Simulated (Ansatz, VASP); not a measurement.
## Two plane-wave programs on HfWS4

```
Hf W S
1.0
     4.33409    0.00000    0.00000
    -2.16705    3.75343    0.00000
     0.00000    0.00000    9.42575
Hf W S
1 1 4
Direct
  0.00000 0.00000 0.50000
  0.00000 0.00000 0.00000
  0.00000 0.00000 0.74626
  0.00000 0.00000 0.25374
  0.33333 0.66667 0.00000
  0.66667 0.33333 0.00000
```

Alike in both runs: functional PBE; k mesh 12 × 12 × 4; occupations gaussian, width 0.1 eV; no spin polarisation.

Ansatz relaxed the structure, and its values are those at the end. VASP's run is a single point on that final structure, the one shown.

|  | VASP | Ansatz |
| --- | --- | --- |
| version | VASP 6.6.1 | Ansatz 0.2.0 |
| potentials or method | VASP PAW PBE potentials, release 64 (Hf_pv, W_sv, S), cutoff 520 eV | scalar-relativistic, plane waves, PAW |
| valence electrons in the cell | 48 | 64 |

```csv
,VASP,Ansatz,Ansatz less VASP
gap on the k mesh at the Fermi level (eV),none,none,-
pressure (GPa),-0.1,0.0,+0.11
rms of the force components (eV/Å),0.011,0.001,-0.0097
```

A gap of «none» marks a metal or a gap that the smearing closes. VASP's potentials hold 48 valence electrons a cell and Ansatz's 64, so a difference there can come from the potentials and not from the codes.

Neither program's run includes spin-orbit coupling.
